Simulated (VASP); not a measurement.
# C (Fd-3m) in VASP: further runs

The runs below take C through single point, relaxation of cell and atoms, with PBEsol.

Program: VASP 6.6.1. These are calculated values, not measurements. Logs are shortened: lines on timing, memory, paths and dates and some standing lists are left out, and cuts for length are marked.

**1. The cell of the first run**

It takes space group Fd-3m (No. 227, cubic). Conventional cell: a = 3.554 Å, b = 3.554 Å, c = 3.554 Å, α = 90.00°, β = 90.00°, γ = 90.00°. C (site symmetry -43m) has 4 C at 1.54 Å within 2.1 Å.

**2. Single point, PBEsol**

INCAR reads:

```
SYSTEM = C
ALGO = Normal
EDIFF = 1E-6
ENCUT = 600
GGA = PS
GGA_COMPAT = .False.
ISIF = 2
ISMEAR = 0
LASPH = .True.
LCHARG = .True.
LELF = .True.
LREAL = .False.
LVHAR = .True.
LWAVE = .False.
NBANDS = 11
NELM = 120
PREC = Accurate
SIGMA = 0.02
```

KPOINTS reads:

```
k-points
0
Gamma
  12 12 12
  0 0 0
```

POSCAR reads:

```
C
1.0
    0.0000000000      1.7768339405      1.7768339405
    1.7768339405      0.0000000000      1.7768339405
    1.7768339405      1.7768339405      0.0000000000
C
2
Direct
    0.0000000000      0.0000000000      0.0000000000
    0.2500000000      0.2500000000      0.2500000000
```

Potentials or basis: VASP PAW PBE potentials, release 64 (C).

The run is started by

```
$ cat potpaw_PBE.64/C/POTCAR > POTCAR
$ mpirun -np 1 vasp_std > vasp.out
```

OUTCAR:

```text
SYSTEM = C
   EDIFF = 1E-6
   ENCUT = 600
   GGA = PS
   ISIF = 2
   ISMEAR = 0
   LASPH = .True.
   LREAL = .False.
   NELM = 120
   PREC = Accurate

 ion  position               nearest neighbor table
   1  0.000  0.000  0.000-   2 1.54   2 1.54   2 1.54   2 1.54
   2  0.250  0.250  0.250-   1 1.54   1 1.54   1 1.54   1 1.54

  LATTYP: Found a face centered cubic cell.
 ALAT       =     3.5536678810

  Lattice vectors:

 A1 = (   0.0000000000,   1.7768339405,   1.7768339405)
 A2 = (   1.7768339405,   0.0000000000,   1.7768339405)
 A3 = (   1.7768339405,   1.7768339405,   0.0000000000)

Analysis of symmetry for initial positions (statically):
=====================================================================
 Subroutine PRICEL returns:
 Original cell was already a primitive cell.

 Routine SETGRP: Setting up the symmetry group for a
 face centered cubic supercell.

 Subroutine GETGRP returns: Found 48 space group operations
 (whereof 24 operations were pure point group operations)
 out of a pool of 48 trial point group operations.

The static configuration has the point symmetry T_d .
 The point group associated with its full space group is O_h .

Analysis of symmetry for dynamics (positions and initial velocities):
=====================================================================
 Subroutine PRICEL returns:
 Original cell was already a primitive cell.

 Routine SETGRP: Setting up the symmetry group for a
 face centered cubic supercell.

 Subroutine GETGRP returns: Found 48 space group operations
 (whereof 24 operations were pure point group operations)
 out of a pool of 48 trial point group operations.

The dynamic configuration has the point symmetry T_d .
 The point group associated with its full space group is O_h .

 Subroutine INISYM returns: Found 48 space group operations
 (whereof 24 operations are pure point group operations),
 and found     1 'primitive' translations

----------------------------------------------------------------------------------------

                                     Primitive cell

  volume of cell :      11.2194

  direct lattice vectors                    reciprocal lattice vectors
     0.000000000  1.776833940  1.776833940    -0.281399397  0.281399397  0.281399397
     1.776833940  0.000000000  1.776833940     0.281399397 -0.281399397  0.281399397
     1.776833940  1.776833940  0.000000000     0.281399397  0.281399397 -0.281399397

  length of vectors
[... 84 lines left out ...]
   EDIFFG = 0.1E-04   stopping-criterion for IOM
   NSW    =      0    number of steps for IOM
   IBRION =     -1    ionic relax: 0-MD 1-quasi-New 2-CG
   NFREE  =      0    steps in history (QN), initial steepest desc. (CG)
   ISIF   =      2    stress and relaxation
   ISYM   =      2    0-nonsym 1-usesym 2-fastsym
   POTIM  = 0.5000    time-step for ionic-motion
   TEBEG  =    0.0;   TEEND  =   0.0 temperature during run
   PSTRESS=    0.0 pullay stress
   NELECT =       8.0000    total number of electrons
   NUPDOWN=      -1.0000    fix difference up-down
   EMIN   =  10.00;   EMAX   =-10.00  energy-range for DOS
   EFERMI =   0.00;   METHOD = LEGACY
   ISMEAR =     0;   SIGMA  =   0.02  broadening in eV -4-tet -1-fermi 0-gaus
   EFERMI_NEDOS =   21; number of points for ismear=-14 and -15
   IALGO  =     38    algorithm
   IMIX   =      4    mixing-type and parameters
     AMIX     =   0.40;   BMIX     =  1.00
     AMIX_MAG =   1.60;   BMIX_MAG =  1.00
  volume/ion in A,a.u.               =       5.61        37.86
  Fermi-wavevector in a.u.,A,eV,Ry     =   1.462563  2.763844 29.104103  2.139091
  Thomas-Fermi vector in A             =   2.578762
   LORBIT       =      0    0 simple, 1 ext, 2 COOP (PROOUT), +10 PAW based schemes
   GGA     = PS    functional components
   LHFCALC =     F    Hartree Fock is set to
   AEXX    =    0.0000 exact exchange contribution
   IVDW    =     0    specifies the selected vdW correction
   LEPSILON=     F    determine dielectric tensor
   LRPA    =     F    only Hartree local field effects (RPA)
 non-spin polarized calculation
 Gauss-broadening in eV      SIGMA  =   0.02
  energy-cutoff  :      600.00
  volume of cell :       11.22
 maximum number of plane-waves:       388
   NGX =  9   NGY =  9   NGZ =  9

 number of electron       7.9999999 magnetization

 Free energy of the ion-electron system (eV)
  ---------------------------------------------------
  ext. energy  EPLUGINS =         0.00000000
  ---------------------------------------------------
  free energy    TOTEN  =       -19.25424284 eV

  energy without entropy =      -19.25424284  energy(sigma->0) =      -19.25424284

 E-fermi :  10.0313     XC(G=0): -13.4872

 val. band max:        9.8679983133   @ k =   0.0000   0.0000   0.0000
 cond. band min:      13.9292706311   @ k =   0.3333   0.3333   0.0000
 fundamental gap:      4.0612723179
 Fermi energy:        10.0313383612

 k-point     1 :       0.0000    0.0000    0.0000
  band No.  band energies     occupation
      1     -11.8019      2.00000
      2       9.8680      2.00000
      3       9.8680      2.00000
      4       9.8680      2.00000
      5      15.4377      0.00000
      6      15.4377      0.00000
      7      15.4377      0.00000
      8      23.4880      0.00000
      9      28.9688      0.00000
     10      36.4592      0.00000
     11      36.4592      0.00000
[... 309 lines left out ...]
 k-point    24 :      -0.4167    0.1667    0.0000
  band No.  band energies     occupation
      1      -5.5096      2.00000
      2      -2.8458      2.00000
      3       4.3212      2.00000
      4       6.2223      2.00000
      5      17.3369      0.00000
      6      20.1110      0.00000
      7      21.1890      0.00000
      8      25.3341      0.00000
      9      29.2186      0.00000
     10      34.0076      0.00000
     11      34.4697      0.00000

 [... further k-points ...]
[... 5 lines left out ...]
  --------------------------------------------------------------------------------------
  -------------------------------------------------------------------------------------
  Total        0.0344981      0.0344981      0.0344981     -0.0000000      0.0000000     -0.0000000
  in kB        4.9264627      4.9264627      4.9264627     -0.0000000      0.0000000     -0.0000000
  external PRESSURE =       4.9264627 kB  Pullay stress =       0.0000000 kB

 VOLUME and BASIS-vectors are now :
 -----------------------------------------------------------------------------
  energy-cutoff  :      600.00
  volume of cell :       11.22
      direct lattice vectors                 reciprocal lattice vectors
     0.000000000  1.776833940  1.776833940    -0.281399397  0.281399397  0.281399397
     1.776833940  0.000000000  1.776833940     0.281399397 -0.281399397  0.281399397
     1.776833940  1.776833940  0.000000000     0.281399397  0.281399397 -0.281399397

 POSITION                                       TOTAL-FORCE (eV/Angst)
 -----------------------------------------------------------------------------------
      0.00000      0.00000      0.00000         0.000000     -0.000000      0.000000
      0.88842      0.88842      0.88842        -0.000000      0.000000     -0.000000
 -----------------------------------------------------------------------------------
    total drift:                                0.000000      0.000000      0.000000

  FREE ENERGIE OF THE ION-ELECTRON SYSTEM (eV)
  ---------------------------------------------------
  free  energy   TOTEN  =       -19.2542428403 eV

  energy  without entropy=      -19.2542428403  energy(sigma->0) =      -19.25424284
```

stdout:

```text
POSCAR found type information on POSCAR C
 POSCAR found :  1 types and       2 ions
 scaLAPACK will be used
 -----------------------------------------------------------------------------
|                                                                             |
|                                                                             |
|     You enforced a specific xc type in the INCAR file but a different       |
|     I HOPE YOU KNOW WHAT YOU ARE DOING!                                     |
|                                                                             |
 -----------------------------------------------------------------------------

 LDA part: xc-table for (Slater+PW92), standard interpolation
 POSCAR, INCAR and KPOINTS ok, starting setup
 FFT: planning ... GRIDC
 FFT: planning ... GRID_SOFT
 FFT: planning ... GRID
 WAVECAR not read
 entering main loop
```

Run time: 7.1 s. Hardware: 1 thread of Intel Xeon Platinum 8259CL at 2.50GHz (Skylake/Cascade Lake), shared host; peak memory 0.12 GiB.

Results:

```yaml
Free_energy: -19.2542 eV
Pressure: 0.5 GPa
Band_gap_on_the_k_mesh: 4.06 eV, indirect (least direct gap 5.57 eV)
```

Levels at points of the mesh, in eV from the valence-band top:
| k point | band 2 | band 3 | band 4 | band 5 | band 6 | band 7 |
| --- | --- | --- | --- | --- | --- | --- |
| (0.00, 0.00, 0.00) | 0.00 | 0.00 | 0.00 | 5.57 | 5.57 | 5.57 |
| (0.50, 0.00, 0.00) | -13.59 | -2.84 | -2.84 | 8.43 | 8.43 | 8.99 |
| (0.50, 0.50, 0.00) | -12.86 | -6.41 | -6.41 | 4.62 | 4.62 | 16.95 |

Caveat: the PAW data sets were made with another functional, which shifts forces and pressure a little.

**3. Relaxation of cell and atoms, PBEsol**

This run uses another cell than the first one, of 5.64 Å³/atom, 1.005 times its volume.

INCAR reads:

```
PREC     = Accurate       # precision mode
ENCUT    = 600            # plane-wave cutoff, eV
EDIFF    = 1E-7           # SCF threshold, eV
ISMEAR   = 0              # smearing method
SIGMA    = 0.02           # smearing width, eV
LREAL    = F              # projectors in reciprocal space
LASPH    = T              # aspherical terms in the spheres
NELM     = 120            # most SCF steps
ALGO     = Normal         # electronic algorithm
ISIF     = 3              # what is computed and relaxed
LWAVE    = F              # write WAVECAR
LCHARG   = F              # write CHGCAR
GGA      = PS             # functional
IBRION   = 2              # ionic algorithm
NSW      = 100            # ionic steps
EDIFFG   = -0.002         # ionic threshold
GGA_COMPAT= F            
NELMIN   = 4
```

KPOINTS reads:

```
regular mesh
0
Gamma
  12 12 12
```

POSCAR reads:

```
C
1.0
    0.0000000000      1.7800000000      1.7800000000
    1.7800000000      0.0000000000      1.7800000000
    1.7800000000      1.7800000000      0.0000000000
C
2
Direct
    0.0000000000      0.0000000000      0.0000000000
    0.2500000000      0.2500000000      0.2500000000
```

Potentials or basis: VASP PAW PBE potentials, release 64 (C).

The run is started by

```
$ cat potpaw_PBE.64/C/POTCAR > POTCAR
$ mpirun -np 1 vasp_std > vasp.out
```

Run time: 11 s. Hardware: 1 thread of Intel Xeon Platinum 8259CL at 2.50GHz (Skylake/Cascade Lake), shared host; peak memory 0.12 GiB.

Results (log left out):

- Free energy: -19.2545 eV
- Relaxed volume: 5.62 Å³/atom
- Relaxed cell: a = 2.514 Å, b = 2.514 Å, c = 2.514 Å, α = 60.00°, β = 60.00°, γ = 60.00°
- Space group after relaxing (to 0.05 Å): Fd-3m (No. 227)
- Energy gained by relaxing: 0.1 meV/atom
- Ionic steps: 3
- Pressure after relaxing: 0.0 GPa
- Band gap on the k mesh: 4.06 eV, indirect (least direct gap 5.57 eV)

Step by step:
| step | energy change (eV) | largest force (eV/Å) | pressure (GPa) | volume (Å³) |
| --- | --- | --- | --- | --- |
| 1 | 0.0000 | 0.0000 | -1.91 | 11.28 |
| 2 | 0.0002 | 0.0000 | 2.47 | 11.17 |
| 3 | -0.0003 | 0.0000 | 0.00 | 11.23 |

Final structure:
```cif
data_structure
_symmetry_space_group_name_H-M 'P 1'
_symmetry_Int_Tables_number 1
_cell_length_a 2.5137
_cell_length_b 2.5137
_cell_length_c 2.5137
_cell_angle_alpha 60.000
_cell_angle_beta 60.000
_cell_angle_gamma 60.000
_cell_volume 11.23
loop_
_atom_site_label
_atom_site_type_symbol
_atom_site_fract_x
_atom_site_fract_y
_atom_site_fract_z
_atom_site_occupancy
C1 C 0.00000 0.00000 0.00000 1
C2 C 0.25000 0.25000 0.25000 1
```

Levels at points of the mesh, in eV from the valence-band top:
| k point | band 1 | band 2 | band 3 | band 4 | band 5 | band 6 | band 7 | band 8 |
| --- | --- | --- | --- | --- | --- | --- | --- | --- |
| (0.00, 0.00, 0.00) | -21.66 | 0.00 | 0.00 | 0.00 | 5.57 | 5.57 | 5.57 | 13.60 |
| (0.50, 0.00, 0.00) | -15.77 | -13.58 | -2.84 | -2.84 | 8.43 | 8.43 | 8.97 | 15.58 |
| (0.50, 0.50, 0.00) | -12.85 | -12.85 | -6.40 | -6.40 | 4.62 | 4.62 | 16.93 | 16.93 |

Caveat: the PAW data sets were made with another functional, which shifts forces and pressure a little.
